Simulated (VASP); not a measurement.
# Al (Fm-3m) in VASP: a series of runs

The runs below take Al through single point, with PBE, r2SCAN.

All numbers are computed with VASP 6.6.1; they aren't measurements. Logs are shortened: lines on timing, memory, paths and dates and some standing lists are left out, and cuts for length are marked.

### Step 1. The cell of the first run

It takes space group Fm-3m (No. 225, cubic). The conventional cell has a = 4.048 Å, b = 4.048 Å, c = 4.048 Å, α = 90.00°, β = 90.00°, γ = 90.00°. Within 3.8 Å of Al (site symmetry m-3m) lie 12 Al at 2.86 Å.

### Step 2. Single point, PBE

Input file INCAR:

```
SYSTEM = Al
  PREC = Accurate
  ENCUT = 500
  EDIFF = 1E-6
  ISMEAR = -1
  SIGMA = 0.03
  LREAL = .False.
  LASPH = .True.
  NELM = 120
  ALGO = Normal
  ISIF = 2
  LWAVE = .False.
  LCHARG = .True.
  GGA = PE
  LELF = .True.
  LVHAR = .True.
  NBANDS = 8
  GGA_COMPAT = .False.
```

Input file KPOINTS:

```
regular mesh
0
Gamma
  17 17 17
  0 0 0
```

Input file POSCAR:

```
Al
1.0
    0.0000000000      2.0239800000      2.0239800000
    2.0239800000      0.0000000000      2.0239800000
    2.0239800000      2.0239800000      0.0000000000
Al
1
Direct
    0.0000000000      0.0000000000      0.0000000000
```

Potentials or basis: VASP PAW PBE potentials, release 64 (Al).

The run is started by

```sh
cat potpaw_PBE.64/Al/POTCAR > POTCAR
mpirun -np 1 vasp_std > vasp.out
```

OUTCAR:

```text
SYSTEM = Al
   PREC = Accurate
   ENCUT = 500
   EDIFF = 1E-6
   ISMEAR = -1
   LREAL = .False.
   LASPH = .True.
   NELM = 120
   ISIF = 2
   GGA = PE

 ion  position               nearest neighbor table
   1  0.000  0.000  0.000-

  LATTYP: Found a face centered cubic cell.
 ALAT       =     4.0479600000

  Lattice vectors:

 A1 = (   0.0000000000,   2.0239800000,   2.0239800000)
 A2 = (   2.0239800000,   0.0000000000,   2.0239800000)
 A3 = (   2.0239800000,   2.0239800000,   0.0000000000)

Analysis of symmetry for initial positions (statically):
=====================================================================
 Subroutine PRICEL returns:
 Original cell was already a primitive cell.

 Routine SETGRP: Setting up the symmetry group for a
 face centered cubic supercell.

 Subroutine GETGRP returns: Found 48 space group operations
 (whereof 48 operations were pure point group operations)
 out of a pool of 48 trial point group operations.

The static configuration has the point symmetry O_h .

Analysis of symmetry for dynamics (positions and initial velocities):
=====================================================================
 Subroutine PRICEL returns:
 Original cell was already a primitive cell.

 Routine SETGRP: Setting up the symmetry group for a
 face centered cubic supercell.

 Subroutine GETGRP returns: Found 48 space group operations
 (whereof 48 operations were pure point group operations)
 out of a pool of 48 trial point group operations.

The dynamic configuration has the point symmetry O_h .

 Subroutine INISYM returns: Found 48 space group operations
 (whereof 48 operations are pure point group operations),
 and found     1 'primitive' translations

----------------------------------------------------------------------------------------

                                     Primitive cell

  volume of cell :      16.5824

  direct lattice vectors                    reciprocal lattice vectors
     0.000000000  2.023980000  2.023980000    -0.247038014  0.247038014  0.247038014
     2.023980000  0.000000000  2.023980000     0.247038014 -0.247038014  0.247038014
     2.023980000  2.023980000  0.000000000     0.247038014  0.247038014 -0.247038014

  length of vectors
     2.862339966  2.862339966  2.862339966     0.427882392  0.427882392  0.427882392

  position of ions in fractional coordinates (direct lattice)
     0.000000000  0.000000000  0.000000000

  ion indices of the primitive-cell ions
   primitive index   ion index
                 1           1

----------------------------------------------------------------------------------------

 KPOINTS: regular mesh

Automatic generation of k-mesh.
 Grid dimensions read from file:
 generate k-points for:   17   17   17

 Generating k-lattice:

  Cartesian coordinates                     Fractional coordinates (reciprocal lattice)
    -0.014531648  0.014531648  0.014531648     0.058823529  0.000000000  0.000000000
     0.014531648 -0.014531648  0.014531648     0.000000000  0.058823529  0.000000000
     0.014531648  0.014531648 -0.014531648     0.000000000  0.000000000  0.058823529

  Length of vectors
     0.025169552  0.025169552  0.025169552

  Shift w.r.t. Gamma in fractional coordinates (k-lattice)
     0.000000000  0.000000000  0.000000000

 Subroutine IBZKPT returns following result:
 ===========================================

 Found    165 irreducible k-points:

 Following reciprocal coordinates:
            Coordinates               Weight
  0.000000  0.000000  0.000000      1.000000
  0.058824  0.000000  0.000000      8.000000
  0.117647  0.000000  0.000000      8.000000
  0.176471  0.000000  0.000000      8.000000
  0.235294  0.000000  0.000000      8.000000
  0.294118  0.000000  0.000000      8.000000
[... 16 lines left out ...]
 -0.176471  0.058824  0.000000     24.000000
 -0.117647  0.058824  0.000000     24.000000
 [... further k-points ...]
   k-points           NKPTS =    165   k-points in BZ     NKDIM =    165   number of bands    NBANDS=      8
   number of dos      NEDOS =    301   number of ions     NIONS =      1
   total plane-waves  NPLWV =  13824
   dimension x,y,z NGX =    24 NGY =   24 NGZ =   24
   dimension x,y,z NGXF=    48 NGYF=   48 NGZF=   48
   ions per type =               1
   NGX,Y,Z   is equivalent  to a cutoff of  13.94, 13.94, 13.94 a.u.
   NGXF,Y,Z  is equivalent  to a cutoff of  27.88, 27.88, 27.88 a.u.
 SYSTEM =  Al
   PREC   = accura    normal or accurate (medium, high low for compatibility)
   ISTART =      0    job   : 0-new  1-cont  2-samecut
   ICHARG =      2    charge: 1-file 2-atom 10-const
   ISPIN  =      1    spin polarized calculation?
   LNONCOLLINEAR =      F non collinear calculations
   LSORBIT =      F    spin-orbit coupling
   LASPH  =      T    aspherical Exc in radial PAW
   ENCUT  =  500.0 eV  36.75 Ry    6.06 a.u.   5.22  5.22  5.22*2*pi/ulx,y,z
   NELM   =    120;   NELMIN=  2; NELMDL= -5     # of ELM steps
   EDIFF  = 0.1E-05   stopping-criterion for ELM
   LREAL  =      F    real-space projection
   EDIFFG = 0.1E-04   stopping-criterion for IOM
   NSW    =      0    number of steps for IOM
   IBRION =     -1    ionic relax: 0-MD 1-quasi-New 2-CG
   NFREE  =      0    steps in history (QN), initial steepest desc. (CG)
   ISIF   =      2    stress and relaxation
   ISYM   =      2    0-nonsym 1-usesym 2-fastsym
   POTIM  = 0.5000    time-step for ionic-motion
   TEBEG  =    0.0;   TEEND  =   0.0 temperature during run
   PSTRESS=    0.0 pullay stress
   NELECT =       3.0000    total number of electrons
   NUPDOWN=      -1.0000    fix difference up-down
   EMIN   =  10.00;   EMAX   =-10.00  energy-range for DOS
   EFERMI =   0.00;   METHOD = LEGACY
   ISMEAR =    -1;   SIGMA  =   0.03  broadening in eV -4-tet -1-fermi 0-gaus
   EFERMI_NEDOS =   21; number of points for ismear=-14 and -15
   IALGO  =     38    algorithm
   IMIX   =      4    mixing-type and parameters
     AMIX     =   0.40;   BMIX     =  1.00
     AMIX_MAG =   1.60;   BMIX_MAG =  1.00
  volume/ion in A,a.u.               =      16.58       111.90
  Fermi-wavevector in a.u.,A,eV,Ry     =   0.925903  1.749704 11.664236  0.857297
  Thomas-Fermi vector in A             =   2.051808
   LORBIT       =      0    0 simple, 1 ext, 2 COOP (PROOUT), +10 PAW based schemes
   GGA     = PE    functional components
   LHFCALC =     F    Hartree Fock is set to
   AEXX    =    0.0000 exact exchange contribution
   IVDW    =     0    specifies the selected vdW correction
   LEPSILON=     F    determine dielectric tensor
   LRPA    =     F    only Hartree local field effects (RPA)
 non-spin polarized calculation
  energy-cutoff  :      500.00
  volume of cell :       16.58
 maximum number of plane-waves:       440
 NGX is ok and might be reduce to    24
   NGX = 11   NGY = 11   NGZ = 11

 number of electron       3.0000000 magnetization

 Free energy of the ion-electron system (eV)
  ---------------------------------------------------
  ext. energy  EPLUGINS =         0.00000000
  ---------------------------------------------------
  free energy    TOTEN  =        -3.74843644 eV

  energy without entropy =       -3.74678950  energy(sigma->0) =       -3.74761297

 E-fermi :   7.9527     XC(G=0): -10.1784

 val. band max:        7.9159635940   @ k =  -0.3529   0.3529   0.0000
 cond. band min:       7.9587849805   @ k =  -0.4118   0.3529   0.0000
 fundamental gap:      0.0428213865
 Fermi energy:         7.9526809714

 k-point     1 :       0.0000    0.0000    0.0000
  band No.  band energies     occupation
      1      -3.1516      2.00000
      2      20.5402      0.00000
      3      20.5402      0.00000
      4      20.5402      0.00000
      5      21.9943      0.00000
      6      21.9943      0.00000
      7      21.9943      0.00000
      8      24.3785      0.00000

 k-point     2 :       0.0588    0.0000    0.0000
  band No.  band energies     occupation
      1      -3.0578      2.00000
      2      18.8935      0.00000
      3      20.1937      0.00000
      4      20.1937      0.00000
      5      22.4864      0.00000
      6      22.4864      0.00000
      7      22.5974      0.00000
      8      25.3556      0.00000

 k-point     3 :       0.1176    0.0000    0.0000
  band No.  band energies     occupation
      1      -2.7769      2.00000
      2      16.5374      0.00000
      3      19.6509      0.00000
      4      19.6509      0.00000
      5      22.6323      0.00000
      6      23.4227      0.00000
      7      23.4227      0.00000
      8      25.6980      0.00000

 k-point     4 :       0.1765    0.0000    0.0000
  band No.  band energies     occupation
      1      -2.3100      2.00000
      2      14.1841      0.00000
      3      19.1953      0.00000
      4      19.1953      0.00000
      5      22.4542      0.00000
      6      23.8577      0.00000
      7      23.8577      0.00000
      8      25.2498      0.00000

 k-point     5 :       0.2353    0.0000    0.0000
  band No.  band energies     occupation
      1      -1.6588      2.00000
      2      11.9239      0.00000
      3      18.8767      0.00000
      4      18.8767      0.00000
      5      22.2864      0.00000
      6      22.9225      0.00000
      7      22.9225      0.00000
      8      26.4115      0.00000
[... 177 lines left out ...]
 k-point    22 :      -0.2353    0.0588    0.0000
  band No.  band energies     occupation
      1      -1.3189      2.00000
      2      11.2637      0.00000
      3      17.0325      0.00000
      4      20.0686      0.00000
      5      21.4704      0.00000
      6      22.8109      0.00000
      7      23.0606      0.00000
      8      25.7737      0.00000

 k-point    23 :      -0.1765    0.0588    0.0000
  band No.  band energies     occupation
      1      -2.0305      2.00000
      2      13.4718      0.00000
      3      17.3240      0.00000
      4      20.3175      0.00000
      5      22.5425      0.00000
      6      22.9978      0.00000
      7      24.0740      0.00000
      8      24.4180      0.00000

 k-point    24 :      -0.1176    0.0588    0.0000
  band No.  band energies     occupation
      1      -2.5588      2.00000
      2      15.7623      0.00000
      3      17.7861      0.00000
      4      20.6543      0.00000
      5      22.7249      0.00000
      6      23.1118      0.00000
      7      24.2987      0.00000
      8      24.4695      0.00000

 [... further k-points ...]

------------------------ aborting loop because EDIFF is reached ----------------------------------------

  FORCE on cell =-STRESS in cart. coord.  units (eV):
  Direction    XX          YY          ZZ          XY          YZ          ZX
  --------------------------------------------------------------------------------------
  -------------------------------------------------------------------------------------
  Total       -0.0503004     -0.0503004     -0.0503004      0.0000000      0.0000000     -0.0000000
  in kB       -4.8599635     -4.8599635     -4.8599635      0.0000000      0.0000000     -0.0000000
  external PRESSURE =      -4.8599635 kB  Pullay stress =       0.0000000 kB

 VOLUME and BASIS-vectors are now :
 -----------------------------------------------------------------------------
  energy-cutoff  :      500.00
  volume of cell :       16.58
      direct lattice vectors                 reciprocal lattice vectors
     0.000000000  2.023980000  2.023980000    -0.247038014  0.247038014  0.247038014
     2.023980000  0.000000000  2.023980000     0.247038014 -0.247038014  0.247038014
     2.023980000  2.023980000  0.000000000     0.247038014  0.247038014 -0.247038014

 POSITION                                       TOTAL-FORCE (eV/Angst)
 -----------------------------------------------------------------------------------
      0.00000      0.00000      0.00000         0.000000     -0.000000      0.000000
 -----------------------------------------------------------------------------------
    total drift:                               -0.000000      0.000000     -0.000000

  FREE ENERGIE OF THE ION-ELECTRON SYSTEM (eV)
  ---------------------------------------------------
  free  energy   TOTEN  =        -3.7484364448 eV

  energy  without entropy=       -3.7467895033  energy(sigma->0) =       -3.74761297
```

It took 8.6 s on 1 thread of AMD EPYC 9R45 (Zen 5), shared host; peak memory 0.11 GiB.

Results:

```yaml
Free_energy: -3.7484 eV
Pressure: -0.5 GPa
Band_gap_on_the_k_mesh: zero (an odd number of electrons rules out a gap without spin polarisation)
```

Levels at points of the mesh, in eV from the Fermi level:
```csv
k point,band 1,band 2,band 3,band 4,band 5,band 6
"(0.00, 0.00, 0.00)",-11.10,12.59,12.59,12.59,14.04,14.04
```

### Step 3. Single point, r2SCAN

POSCAR is that of step 2.

Input file INCAR.step1:

```
SYSTEM = Al
PREC     = Accurate       ! precision mode
ENCUT    = 550            ! plane-wave cutoff, eV
ISMEAR   = -1             ! smearing method
SIGMA    = 0.03           ! smearing width, eV
LREAL    = .FALSE.        ! projectors in reciprocal space
LASPH    = .TRUE.         ! aspherical terms in the spheres
NELM     = 120            ! most SCF steps
NBANDS   = 8              ! bands
GGA      = PE             ! functional
ALGO     = Normal         ! electronic algorithm
EDIFF    = 1E-5           ! SCF threshold, eV
LWAVE    = .TRUE.         ! write WAVECAR
LCHARG   = .FALSE.        ! write CHGCAR
GGA_COMPAT= .FALSE.
```

Input file INCAR.step2:

```
SYSTEM = Al
PREC     = Accurate       ! precision mode
ENCUT    = 550            ! plane-wave cutoff, eV
EDIFF    = 1E-6           ! SCF threshold, eV
ISMEAR   = -1             ! smearing method
SIGMA    = 0.03           ! smearing width, eV
LREAL    = .FALSE.        ! projectors in reciprocal space
LASPH    = .TRUE.         ! aspherical terms in the spheres
NELM     = 120            ! most SCF steps
ALGO     = Normal         ! electronic algorithm
ISIF     = 2              ! what is computed and relaxed
LWAVE    = .FALSE.        ! write WAVECAR
LCHARG   = .FALSE.        ! write CHGCAR
METAGGA  = R2SCAN         ! meta-GGA
LMIXTAU  = .TRUE.       
NBANDS   = 8              ! bands
ISTART   = 1            
GGA_COMPAT= .FALSE.
```

Input file KPOINTS:

```
regular mesh
0
G
  17 17 17
  0 0 0
```

Potentials or basis: VASP PAW PBE potentials, release 64 (Al).

The run is started by

```sh
cat potpaw_PBE.64/Al/POTCAR > POTCAR
cp INCAR.step1 INCAR
mpirun -np 1 vasp_std > vasp.out
cp INCAR.step2 INCAR
mpirun -np 1 vasp_std > vasp.out
```

OUTCAR:

```text
SYSTEM = Al
   PREC = Accurate
   ENCUT = 550
   EDIFF = 1E-6
   ISMEAR = -1
   LREAL = .FALSE.
   LASPH = .TRUE.
   NELM = 120
   ISIF = 2
   METAGGA = R2SCAN
   ISTART = 1

 ion  position               nearest neighbor table
   1  0.000  0.000  0.000-

  LATTYP: Found a face centered cubic cell.
 ALAT       =     4.0479600000

  Lattice vectors:

 A1 = (   0.0000000000,   2.0239800000,   2.0239800000)
[... 442 lines left out ...]
      6      24.1651      0.00000
      7      25.2706      0.00000
      8      25.6471      0.00000

 [... further k-points ...]

------------------------ aborting loop because EDIFF is reached ----------------------------------------

  FORCE on cell =-STRESS in cart. coord.  units (eV):
  Direction    XX          YY          ZZ          XY          YZ          ZX
  --------------------------------------------------------------------------------------
  -------------------------------------------------------------------------------------
  Total       -0.3878178     -0.3878178     -0.3878178     -0.0000000      0.0000000      0.0000000
  in kB      -37.4705155    -37.4705155    -37.4705155     -0.0000000      0.0000000      0.0000000
  external PRESSURE =     -37.4705155 kB  Pullay stress =       0.0000000 kB

 VOLUME and BASIS-vectors are now :
 -----------------------------------------------------------------------------
  energy-cutoff  :      550.00
  volume of cell :       16.58
      direct lattice vectors                 reciprocal lattice vectors
     0.000000000  2.023980000  2.023980000    -0.247038014  0.247038014  0.247038014
     2.023980000  0.000000000  2.023980000     0.247038014 -0.247038014  0.247038014
     2.023980000  2.023980000  0.000000000     0.247038014  0.247038014 -0.247038014

 POSITION                                       TOTAL-FORCE (eV/Angst)
 -----------------------------------------------------------------------------------
      0.00000      0.00000      0.00000        -0.000000     -0.000000     -0.000000
 -----------------------------------------------------------------------------------
    total drift:                               -0.000000     -0.000000     -0.000000

  FREE ENERGIE OF THE ION-ELECTRON SYSTEM (eV)
  ---------------------------------------------------
  free  energy   TOTEN  =        -6.7322064895 eV

  energy  without entropy=       -6.7307822217  energy(sigma->0) =       -6.73149436
```

Wall time 42 s (1 thread of AMD EPYC 9R45 (Zen 5), shared host); peak memory 0.12 GiB.

Results:

- Free energy: -6.7322 eV
- Pressure: -3.7 GPa
- Band gap on the k mesh: zero (an odd number of electrons rules out a gap without spin polarisation)

Levels at points of the mesh, in eV from the Fermi level:
```tsv
k point	band 1	band 2	band 3	band 4
(0.00, 0.00, 0.00)	-11.82	13.27	13.27	13.27
```

Caveat: the cell stands under tension; the PAW data sets were made with another functional, which shifts forces and pressure a little.

### Step 4. Single point, r2SCAN (17.25 Å³/atom)

This run uses another cell than the first one, of 17.25 Å³/atom.

Input file POSCAR:

```
Al
1.0
    0.0000000000      2.0506143701      2.0506143701
    2.0506143701      0.0000000000      2.0506143701
    2.0506143701      2.0506143701      0.0000000000
Al
1
Direct
    0.0000000000      0.0000000000      0.0000000000
```

Input file INCAR.step1:

```
SYSTEM = Al
PREC     = Accurate       ! precision mode
ENCUT    = 550            ! plane-wave cutoff, eV
ISMEAR   = -1             ! smearing method
SIGMA    = 0.03           ! smearing width, eV
LREAL    = .False.        ! projectors in reciprocal space
LASPH    = .True.         ! aspherical terms in the spheres
NELM     = 120            ! most SCF steps
NBANDS   = 8              ! bands
GGA      = PE             ! functional
ALGO     = Normal         ! electronic algorithm
EDIFF    = 1E-5           ! SCF threshold, eV
LWAVE    = .True.         ! write WAVECAR
LCHARG   = .False.        ! write CHGCAR
GGA_COMPAT= .False.
```

Input file INCAR.step2:

```
SYSTEM = Al
PREC     = Accurate       ! precision mode
ENCUT    = 550            ! plane-wave cutoff, eV
EDIFF    = 1E-6           ! SCF threshold, eV
ISMEAR   = -1             ! smearing method
SIGMA    = 0.03           ! smearing width, eV
LREAL    = .False.        ! projectors in reciprocal space
LASPH    = .True.         ! aspherical terms in the spheres
NELM     = 120            ! most SCF steps
ALGO     = Normal         ! electronic algorithm
ISIF     = 2              ! what is computed and relaxed
LWAVE    = .False.        ! write WAVECAR
LCHARG   = .True.         ! write CHGCAR
METAGGA  = R2SCAN         ! meta-GGA
LMIXTAU  = .True.       
LELF     = .True.         ! ELF
LVHAR    = .True.       
NBANDS   = 8              ! bands
ISTART   = 1            
GGA_COMPAT= .False.
```

Input file KPOINTS:

```
Automatic mesh
0
Gamma
  17 17 17
  0 0 0
```

The run is started by

```sh
cat potpaw_PBE.64/Al/POTCAR > POTCAR
cp INCAR.step1 INCAR
mpirun -np 1 vasp_std > vasp.out
cp INCAR.step2 INCAR
mpirun -np 1 vasp_std > vasp.out
```

Wall time 40 s (1 thread of AMD EPYC 9R45 (Zen 5), shared host); peak memory 0.12 GiB.

Results (log left out):

| Item | Value |
| --- | --- |
| Free energy | -6.7108 eV |
| Pressure | -6.4 GPa |
| Band gap on the k mesh | zero (an odd number of electrons rules out a gap without spin polarisation) |

Levels at points of the mesh, in eV from the Fermi level:
```csv
k point,band 1,band 2,band 3,band 4,band 5
"(0.00, 0.00, 0.00)",-11.54,13.06,13.06,13.06,14.60
```

Caveat: the cell stands under tension; the PAW data sets were made with another functional, which shifts forces and pressure a little.

### Step 5. The runs side by side

```tsv
level	cell	cutoff (eV)	gap on the mesh (eV)	pressure (GPa)
PBE	a = 2.862 Å, angles 60.0°, 1 atom	500	none	-0.5
r2SCAN	a = 2.862 Å, angles 60.0°, 1 atom	550	none	-3.7
r2SCAN	a = 2.900 Å, angles 60.0°, 1 atom	550	none	-6.4
```

Alike in all rows: task single point; potentials or basis VASP PAW PBE potentials, release 64 (Al); no spin polarisation; k mesh 17 × 17 × 17; smearing fermi-dirac 0.03 eV.

Caveats: the cell stands under tension (at least some runs); the PAW data sets were made with another functional, which shifts forces and pressure a little (at least some runs).

Total energies depend on the potentials used, so only differences within one code and one set of settings carry meaning.
